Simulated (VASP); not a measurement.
Set up this calculation in VASP 6.6.1, as the native input.

| Item | Value |
| --- | --- |
| Task | single point |
| Functional | r2SCAN |
| Potentials or basis | VASP PAW PBE potentials, release 64 (Hf_pv, O) |
| Cutoff | 520 eV |
| k mesh | 6 × 6 × 4 |
| Occupations | gaussian, width 0.1 eV |
| Spin | no spin polarisation |
| Dipole correction | no |
| Further INCAR settings | ALGO = Normal; EDIFF = 1e-06; NBANDS = 38 |

Crystal: HfO3.

```
Hf O
1.0
     4.02567    0.00000    0.00181
     0.00000    3.22965    0.00000
    -0.94235    0.00000    7.15352
Hf O
2 6
Direct
  0.28770 0.75000 0.66209
  0.71230 0.25000 0.33791
  0.85901 0.75000 0.17501
  0.14099 0.25000 0.82499
  0.23949 0.25000 0.45458
  0.76051 0.75000 0.54542
  0.51153 0.25000 0.82500
  0.48847 0.75000 0.17500
```

One way to write it, as run:

POSCAR

```
HfO3
1.0
    4.0256705732      0.0000000000      0.0018095891
    0.0000000000      3.2296477553      0.0000000000
   -0.9423520578      0.0000000000      7.1535209255
Hf O
2 6
Direct
    0.2876989591      0.7500000000      0.6620908919
    0.7123010409      0.2500000000      0.3379091081
    0.8590144842      0.7500000000      0.1750113693
    0.1409855158      0.2500000000      0.8249886307
    0.2394904931      0.2500000000      0.4545849652
    0.7605095069      0.7500000000      0.5454150348
    0.5115272017      0.2500000000      0.8249982612
    0.4884727983      0.7500000000      0.1750017388
```

INCAR.step1

```
PREC = Accurate
ENCUT = 520
ISMEAR = 0
SIGMA = 0.1
LREAL = False
LASPH = True
NELM = 80
NBANDS = 38
GGA = PE
ALGO = Normal
EDIFF = 1E-4
LWAVE = True
LCHARG = False
```

INCAR.step2

```
PREC = Accurate
ENCUT = 520
EDIFF = 1E-6
ISMEAR = 0
SIGMA = 0.1
LREAL = False
LASPH = True
NELM = 80
ALGO = Normal
ISIF = 2
LWAVE = False
LCHARG = False
METAGGA = R2SCAN
LMIXTAU = True
NBANDS = 38
ISTART = 1
```

KPOINTS

```
regular mesh
0
Gamma
  6 6 4
```

Potentials or basis: VASP PAW PBE potentials, release 64 (Hf_pv, O).

Command:

```sh
$ cat potpaw_PBE.64/Hf_pv/POTCAR potpaw_PBE.64/O/POTCAR > POTCAR
$ cp INCAR.step1 INCAR
$ mpirun -np 1 vasp_std > vasp.out
$ cp INCAR.step2 INCAR
$ mpirun -np 1 vasp_std > vasp.out
```

It gave:

| Property | Result |
| --- | --- |
| Pressure | -2.1 GPa |
| Largest force | 0.285 eV/Å |
| Band gap on the k mesh | 4.05 eV (least direct gap 4.21 eV) |

Caveat: the PAW data sets were made with another functional, which shifts forces and pressure a little; spin-orbit coupling is left out, which moves the levels of the heavy elements.

It took 13 min on 1 thread of Oxide Virtual Turin-like Processor, on a shared host, peak memory 0.27 GiB.
